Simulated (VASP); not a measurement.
# KCl in VASP: a series of runs

The runs below take KCl through single point, relaxation of the atoms, with PBEsol.

Everything below comes from runs of VASP 6.6.1. Logs are shortened: lines on timing, memory, paths and dates and some standing lists are left out, and cuts for length are marked.

### Step 1. The cell of the first run

Symmetry: I4/mmm, No. 139, tetragonal system. The conventional cell has a = 4.414 Å, b = 4.414 Å, c = 6.274 Å, α = 90.00°, β = 90.00°, γ = 90.00°. K (site symmetry 4/mmm) has 6 Cl at 3.12 to 3.14 Å within 4.1 Å. Within 4.1 Å of Cl (site symmetry 4/mmm) lie 6 K at 3.12 to 3.14 Å.

### Step 2. Single point, PBEsol (z stretched by +0.5 %, x and y held)

Input file INCAR:

```
SYSTEM = KCl
  PREC = Accurate
  ENCUT = 520
  EDIFF = 1E-6
  ISMEAR = 0
  SIGMA = 0.01
  LREAL = .FALSE.
  LASPH = .TRUE.
  NELM = 80
  ALGO = Normal
  ISIF = 2
  LWAVE = .FALSE.
  LCHARG = .FALSE.
  GGA = PS
  NBANDS = 15
```

Input file KPOINTS:

```
regular mesh
0
G
  8 8 8
  0 0 0
```

Input file POSCAR:

```
KCl
1.0
    0.0000000000      3.1212780651      3.1368844554
    3.1212780651      0.0000000000      3.1368844554
    3.1212780651      3.1212780651      0.0000000000
K Cl
1 1
Direct
    0.0000000000      0.0000000000      0.0000000000
    0.5000000000      0.5000000000      0.5000000000
```

Potentials or basis: VASP PAW PBE potentials, release 64 (K_sv, Cl).

Run with:

```sh
> cat potpaw_PBE.64/K_sv/POTCAR potpaw_PBE.64/Cl/POTCAR > POTCAR
> mpirun -np 1 vasp_std > vasp.out
```

OUTCAR:

```text
SYSTEM = KCl
   PREC = Accurate
   ENCUT = 520
   EDIFF = 1E-6
   ISMEAR = 0
   LREAL = .FALSE.
   LASPH = .TRUE.
   NELM = 80
   ISIF = 2
   GGA = PS

 ion  position               nearest neighbor table
   1  0.000  0.000  0.000-   2 3.12   2 3.12   2 3.12   2 3.12   2 3.14   2 3.14
   2  0.500  0.500  0.500-   1 3.12   1 3.12   1 3.12   1 3.12   1 3.14   1 3.14

  LATTYP: Found a body centered tetragonal cell.
 ALAT       =     4.4141537716
 C/A-ratio  =     1.4212846302

  Lattice vectors:

 A1 = (  -3.1212780651,   0.0000000000,   3.1368844554)
 A2 = (   3.1212780651,   0.0000000000,   3.1368844554)
 A3 = (   0.0000000000,   3.1212780651,  -3.1368844554)

Analysis of symmetry for initial positions (statically):
=====================================================================
 Subroutine PRICEL returns:
 Original cell was already a primitive cell.

 Routine SETGRP: Setting up the symmetry group for a
 body centered tetragonal supercell.

 Subroutine GETGRP returns: Found 16 space group operations
 (whereof 16 operations were pure point group operations)
 out of a pool of 16 trial point group operations.

The static configuration has the point symmetry D_4h.

Analysis of symmetry for dynamics (positions and initial velocities):
=====================================================================
 Subroutine PRICEL returns:
 Original cell was already a primitive cell.

 Routine SETGRP: Setting up the symmetry group for a
 body centered tetragonal supercell.

 Subroutine GETGRP returns: Found 16 space group operations
 (whereof 16 operations were pure point group operations)
 out of a pool of 16 trial point group operations.

The dynamic configuration has the point symmetry D_4h.

 Subroutine INISYM returns: Found 16 space group operations
 (whereof 16 operations are pure point group operations),
 and found     1 'primitive' translations

----------------------------------------------------------------------------------------

                                     Primitive cell

  volume of cell :      61.1214

  direct lattice vectors                    reciprocal lattice vectors
     0.000000000  3.121278065  3.136884455    -0.160190790  0.160190790  0.159393821
     3.121278065  0.000000000  3.136884455     0.160190790 -0.160190790  0.159393821
     3.121278065  3.121278065  0.000000000     0.160190790  0.160190790 -0.159393821

  length of vectors
     4.425202916  4.425202916  4.414153772     0.276999222  0.276999222  0.276999222

  position of ions in fractional coordinates (direct lattice)
     0.000000000  0.000000000  0.000000000
     0.500000000  0.500000000  0.500000000

  ion indices of the primitive-cell ions
   primitive index   ion index
                 1           1
                 2           2

----------------------------------------------------------------------------------------

 KPOINTS: regular mesh

Automatic generation of k-mesh.
 Grid dimensions read from file:
 generate k-points for:    8    8    8

 Generating k-lattice:

  Cartesian coordinates                     Fractional coordinates (reciprocal lattice)
    -0.020023849  0.020023849  0.019924228     0.125000000 -0.000000000  0.000000000
     0.020023849 -0.020023849  0.019924228    -0.000000000  0.125000000  0.000000000
     0.020023849  0.020023849 -0.019924228     0.000000000  0.000000000  0.125000000

  Length of vectors
     0.034624903  0.034624903  0.034624903

  Shift w.r.t. Gamma in fractional coordinates (k-lattice)
     0.000000000  0.000000000  0.000000000

 Subroutine IBZKPT returns following result:
 ===========================================

 Found     59 irreducible k-points:

 Following reciprocal coordinates:
            Coordinates               Weight
  0.000000  0.000000  0.000000      1.000000
  0.125000  0.000000  0.000000      8.000000
  0.250000  0.000000  0.000000      8.000000
  0.375000 -0.000000  0.000000      8.000000
  0.500000  0.000000  0.000000      4.000000
  0.125000  0.125000  0.000000      2.000000
[... 16 lines left out ...]
  0.250000  0.000000  0.125000     16.000000
  0.375000 -0.000000  0.125000     16.000000
 [... further k-points ...]
   k-points           NKPTS =     59   k-points in BZ     NKDIM =     59   number of bands    NBANDS=     15
   number of dos      NEDOS =    301   number of ions     NIONS =      2
   total plane-waves  NPLWV =  46656
   dimension x,y,z NGX =    36 NGY =   36 NGZ =   36
   dimension x,y,z NGXF=    72 NGYF=   72 NGZF=   72
   ions per type =               1   1
   NGX,Y,Z   is equivalent  to a cutoff of  13.52, 13.52, 13.56 a.u.
   NGXF,Y,Z  is equivalent  to a cutoff of  27.05, 27.05, 27.12 a.u.
 SYSTEM =  KCl
   PREC   = accura    normal or accurate (medium, high low for compatibility)
   ISTART =      0    job   : 0-new  1-cont  2-samecut
   ICHARG =      2    charge: 1-file 2-atom 10-const
   ISPIN  =      1    spin polarized calculation?
   LNONCOLLINEAR =      F non collinear calculations
   LSORBIT =      F    spin-orbit coupling
   LASPH  =      T    aspherical Exc in radial PAW
   ENCUT  =  520.0 eV  38.22 Ry    6.18 a.u.   8.23  8.23  8.21*2*pi/ulx,y,z
   NELM   =     80;   NELMIN=  2; NELMDL= -5     # of ELM steps
   EDIFF  = 0.1E-05   stopping-criterion for ELM
   LREAL  =      F    real-space projection
   EDIFFG = 0.1E-04   stopping-criterion for IOM
   NSW    =      0    number of steps for IOM
   IBRION =     -1    ionic relax: 0-MD 1-quasi-New 2-CG
   NFREE  =      0    steps in history (QN), initial steepest desc. (CG)
   ISIF   =      2    stress and relaxation
   ISYM   =      2    0-nonsym 1-usesym 2-fastsym
   POTIM  = 0.5000    time-step for ionic-motion
   TEBEG  =    0.0;   TEEND  =   0.0 temperature during run
   PSTRESS=    0.0 pullay stress
   NELECT =      16.0000    total number of electrons
   NUPDOWN=      -1.0000    fix difference up-down
   EMIN   =  10.00;   EMAX   =-10.00  energy-range for DOS
   EFERMI =   0.00;   METHOD = LEGACY
   ISMEAR =     0;   SIGMA  =   0.01  broadening in eV -4-tet -1-fermi 0-gaus
   EFERMI_NEDOS =   21; number of points for ismear=-14 and -15
   IALGO  =     38    algorithm
   IMIX   =      4    mixing-type and parameters
     AMIX     =   0.40;   BMIX     =  1.00
     AMIX_MAG =   1.60;   BMIX_MAG =  1.00
  volume/ion in A,a.u.               =      30.56       206.23
  Fermi-wavevector in a.u.,A,eV,Ry     =   1.047250  1.979015 14.921951  1.096732
  Thomas-Fermi vector in A             =   2.182122
   LORBIT       =      0    0 simple, 1 ext, 2 COOP (PROOUT), +10 PAW based schemes
   GGA     = PS    functional components
   LHFCALC =     F    Hartree Fock is set to
   AEXX    =    0.0000 exact exchange contribution
   IVDW    =     0    specifies the selected vdW correction
   LEPSILON=     F    determine dielectric tensor
   LRPA    =     F    only Hartree local field effects (RPA)
 non-spin polarized calculation
 Gauss-broadening in eV      SIGMA  =   0.01
  energy-cutoff  :      520.00
  volume of cell :       61.12
 maximum number of plane-waves:      1664
 NGX is ok and might be reduce to    36
   NGX = 17   NGY = 17   NGZ = 17

 number of electron      16.0000002 magnetization

 Free energy of the ion-electron system (eV)
  ---------------------------------------------------
  ext. energy  EPLUGINS =         0.00000000
  ---------------------------------------------------
  free energy    TOTEN  =        -7.02314722 eV

  energy without entropy =       -7.02314722  energy(sigma->0) =       -7.02314722

 E-fermi :  -1.7363     XC(G=0):  -7.8032

 val. band max:       -1.8282894387   @ k =   0.0000   0.0000   0.0000
 cond. band min:       3.2538389404   @ k =   0.0000   0.0000   0.0000
 fundamental gap:      5.0821283791
 Fermi energy:        -1.7363027780

 k-point     1 :       0.0000    0.0000    0.0000
  band No.  band energies     occupation
      1     -28.8279      2.00000
      2     -13.9431      2.00000
      3     -12.3550      2.00000
      4     -12.3550      2.00000
      5     -12.3547      2.00000
      6      -1.8320      2.00000
      7      -1.8283      2.00000
      8      -1.8283      2.00000
      9       3.2538      0.00000
     10       6.4495      0.00000
     11       6.4830      0.00000
     12       6.4830      0.00000
     13       7.3576      0.00000
     14       7.3813      0.00000
     15      10.9814      0.00000

 k-point     2 :       0.1250    0.0000    0.0000
  band No.  band energies     occupation
      1     -28.8261      2.00000
      2     -13.9744      2.00000
      3     -12.3565      2.00000
      4     -12.3564      2.00000
      5     -12.3153      2.00000
      6      -2.0336      2.00000
      7      -1.8853      2.00000
      8      -1.8832      2.00000
      9       3.6408      0.00000
     10       6.3433      0.00000
     11       6.6633      0.00000
     12       6.6838      0.00000
     13       7.5783      0.00000
     14       7.6036      0.00000
     15      11.5954      0.00000

 k-point     3 :       0.2500    0.0000    0.0000
  band No.  band energies     occupation
      1     -28.8218      2.00000
      2     -14.0444      2.00000
      3     -12.3604      2.00000
      4     -12.3597      2.00000
      5     -12.2247      2.00000
      6      -2.4563      2.00000
      7      -2.0117      2.00000
      8      -2.0104      2.00000
      9       4.5395      0.00000
     10       6.2443      0.00000
     11       7.2373      0.00000
     12       7.2549      0.00000
     13       8.1858      0.00000
     14       8.2155      0.00000
     15      11.8485      0.00000
[... 343 lines left out ...]
 k-point    23 :       0.2500    0.0000    0.1250
  band No.  band energies     occupation
      1     -28.8221      2.00000
      2     -14.0167      2.00000
      3     -12.3720      2.00000
      4     -12.3680      2.00000
      5     -12.2491      2.00000
      6      -2.4041      2.00000
      7      -1.9834      2.00000
      8      -1.9563      2.00000
      9       4.4199      0.00000
     10       5.8165      0.00000
     11       7.3574      0.00000
     12       7.4552      0.00000
     13       7.8236      0.00000
     14       8.3733      0.00000
     15      12.0008      0.00000

 k-point    24 :       0.3750   -0.0000    0.1250
  band No.  band energies     occupation
      1     -28.8177      2.00000
      2     -14.0656      2.00000
      3     -12.3758      2.00000
      4     -12.3727      2.00000
      5     -12.1902      2.00000
      6      -2.6902      2.00000
      7      -2.1335      2.00000
      8      -2.0753      2.00000
      9       5.2780      0.00000
     10       6.0172      0.00000
     11       7.9652      0.00000
     12       8.2769      0.00000
     13       8.4796      0.00000
     14       8.9238      0.00000
     15      10.6902      0.00000

 [... further k-points ...]

------------------------ aborting loop because EDIFF is reached ----------------------------------------

  FORCE on cell =-STRESS in cart. coord.  units (eV):
  Direction    XX          YY          ZZ          XY          YZ          ZX
  --------------------------------------------------------------------------------------
  -------------------------------------------------------------------------------------
  Total        0.0088888      0.0088888     -0.0605466      0.0000000      0.0000000     -0.0000000
  in kB        0.2330030      0.2330030     -1.5871093      0.0000000      0.0000000     -0.0000000
  external PRESSURE =      -0.3737011 kB  Pullay stress =       0.0000000 kB

 VOLUME and BASIS-vectors are now :
 -----------------------------------------------------------------------------
  energy-cutoff  :      520.00
  volume of cell :       61.12
      direct lattice vectors                 reciprocal lattice vectors
     0.000000000  3.121278065  3.136884455    -0.160190790  0.160190790  0.159393821
     3.121278065  0.000000000  3.136884455     0.160190790 -0.160190790  0.159393821
     3.121278065  3.121278065  0.000000000     0.160190790  0.160190790 -0.159393821

 POSITION                                       TOTAL-FORCE (eV/Angst)
 -----------------------------------------------------------------------------------
      0.00000      0.00000      0.00000        -0.000000      0.000000      0.000000
      3.12128      3.12128      3.13688         0.000000     -0.000000      0.000000
 -----------------------------------------------------------------------------------
    total drift:                                0.000000      0.000000      0.000000

  FREE ENERGIE OF THE ION-ELECTRON SYSTEM (eV)
  ---------------------------------------------------
  free  energy   TOTEN  =        -7.0231472166 eV

  energy  without entropy=       -7.0231472166  energy(sigma->0) =       -7.02314722
```

Wall time 41 s (1 thread of AMD EPYC 9R45 (Zen 5), shared host); peak memory 0.2 GiB.

Results:

| Quantity | Value |
| --- | --- |
| Free energy | -7.0231 eV |
| Pressure | 0.0 GPa |
| Band gap on the k mesh | 5.08 eV |

Stress tensor (GPa, compression positive):
```
 0.02  0.00  0.00
 0.00  0.02  0.00
 0.00  0.00 -0.16
```

Levels at points of the mesh, in eV from the valence-band top:
```tsv
k point	band 5	band 6	band 7	band 8	band 9	band 10	band 11	band 12
(0.00, 0.00, 0.00)	-10.53	0.00	0.00	0.00	5.08	8.28	8.31	8.31
(0.50, 0.00, 0.00)	-10.28	-1.12	-0.35	-0.35	7.48	8.56	10.54	10.54
(0.50, 0.50, 0.00)	-10.59	-0.70	-0.23	-0.23	6.38	8.31	9.99	10.21
(0.50, 0.00, 0.50)	-10.59	-0.69	-0.24	-0.24	6.38	8.31	10.02	10.23
```

Caveat: the cell differs from its parent crystal (z stretched by +0.5 %, x and y held); the PAW data sets were made with another functional, which shifts forces and pressure a little. A k mesh can miss the band edges.

(Continued in part 2 of 2.)
